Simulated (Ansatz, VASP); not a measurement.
**Two plane-wave programs on Hf5H**

File INCAR:

```
  PREC = Accurate
  ENCUT = 520
  EDIFF = 1E-7
  ISMEAR = 0
  SIGMA = 0.1
  LREAL = F
  LASPH = T
  NELM = 100
  ALGO = Normal
  ISIF = 2
  LWAVE = F
  LCHARG = F
  LDIPOL = T
  IDIPOL = 3
  DIPOL = 0.5 0.5 0.313
  GGA = PE
  IVDW = 12
  NBANDS = 34
```

File KPOINTS:

```
regular mesh
0
Gamma
  6 6 1
```

The input POSCAR:

```
Hf5H
1.0
    4.9564149667      0.0000000000      0.0000000000
   -2.4782074834      4.2923812729      0.0000000000
    0.0000000000      0.0000000000     21.1328376004
Hf H
5 1
Direct
    0.6666666667      0.3333333333      0.1892788879
    0.3333333333      0.6666666667      0.2371533849
    0.0000000000      0.0000000000      0.2763383880
    0.6666666667      0.3333333333      0.3164267596
    0.3333333333      0.6666666667      0.3706476976
    0.7777777778      1.5555555556      0.4889470026
```

Input for Ansatz:

```yaml
crystal:
  lattice:
    - [4.9564149667, 0.0, 0.0]
    - [-2.4782074834, 4.2923812729, 0.0]
    - [0.0, 0.0, 21.1328376004]
  atoms:
    - { symbol: Hf, position: [0.6666666667, 0.3333333333, 0.1892788879] }
    - { symbol: Hf, position: [0.3333333333, 0.6666666667, 0.2371533849] }
    - { symbol: Hf, position: [0.0, 0.0, 0.276338388] }
    - { symbol: Hf, position: [0.6666666667, 0.3333333333, 0.3164267596] }
    - { symbol: Hf, position: [0.3333333333, 0.6666666667, 0.3706476976] }
    - { symbol: H, position: [0.7777777778, 1.5555555556, 0.4889470026] }
basis:
  ecutwfc: 420
kpoints:
  mp_grid: { grid: [6, 6, 1] }
hamiltonian:
  xc: pbe
  dispersion: d3bj
scf:
  occupations: { method: gaussian, width: 0.1 }
output:
  forces: true
  eigenvalues: true
efield:
  axis: 3
  dipole_correction: true
  ramp_width: 0.04
```

Alike in both runs: task single point; functional PBE; dispersion D3(BJ); k mesh 6 × 6 × 1; occupations gaussian, width 0.1 eV; no spin polarisation.

```csv
,VASP,Ansatz
version,VASP 6.6.1,Ansatz 0.2.0
potentials or method,"VASP PAW PBE potentials, release 64 (Hf_pv, H), cutoff 520 eV","scalar-relativistic, plane waves, PAW"
valence electrons in the cell,51,131
```

|  | VASP | Ansatz | Ansatz less VASP |
| --- | --- | --- | --- |
| gap on the k mesh at the Fermi level (eV) | none | none | - |
| rms of the force components (eV/Å) | 0.543 | 0.560 | +0.0165 |

Atom by atom the forces differ by 0.034 eV/Å (rms over components). A gap of «none» marks a metal or a gap that the smearing closes. VASP's potentials hold 51 valence electrons a cell and Ansatz's 131, so a difference there can come from the potentials and not from the codes.

Spin-orbit coupling is off throughout.
